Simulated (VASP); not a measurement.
Input of a VASP 6.6.1 run:

The input INCAR:

```
PREC = Accurate
ENCUT = 600
EDIFF = 1E-7
ISMEAR = 0
SIGMA = 0.1
LREAL = False
LASPH = True
NELM = 100
ALGO = Normal
ISIF = 3
LWAVE = False
LCHARG = False
GGA = PE
IBRION = 2
NSW = 90
EDIFFG = -0.04
```

KPOINTS

```
Automatic mesh
0
Gamma
  6 6 6
```

Contents of POSCAR:

```
Li3ZrN2
1.0
   -2.1396519800      2.1396519800      4.7271626200
    2.1396519800     -2.1396519800      4.7271626200
    2.1396519800      2.1396519800     -4.7271626200
Li Zr N
3 1 2
Direct
    0.0000000000      0.0000000000      0.0000000000
    0.2500000000      0.7500000000      0.5000000000
    0.7500000000      0.2500000000      0.5000000000
    0.5000000000      0.5000000000      0.0000000000
    0.2001489000      0.2001489000      0.0000000000
    0.7998511000      0.7998511000      0.0000000000
```

Potentials or basis: VASP PAW PBE potentials, release 64 (Li_sv, Zr_sv, N).

Run with:

```console
$ cat potpaw_PBE.64/Li_sv/POTCAR potpaw_PBE.64/Zr_sv/POTCAR potpaw_PBE.64/N/POTCAR > POTCAR
$ mpirun -np 1 vasp_std > vasp.out
```

Task: What does it give for the relaxed volume?

Result: 12.67 Å³/atom.

Task: Estimate the space group after relaxing (to 0.1 Å).

Result: I4/mmm (No. 139).

Task: Predict the band gap on the k mesh.

Result: Zero (an odd number of electrons rules out a gap without spin polarisation).

Forces on the atoms (eV/Å):
```
Li   0.000  0.000  0.000
Li   0.000  0.000  0.000
Li   0.000  0.000  0.000
Zr   0.000  0.000  0.000
N    0.000  0.000 -0.036
N    0.000  0.000  0.036
```

Caveat: the cutoff is under 1.25 times the usual one of these potentials, so pressure, stress and relaxed cells hold a basis-set (Pulay) error.
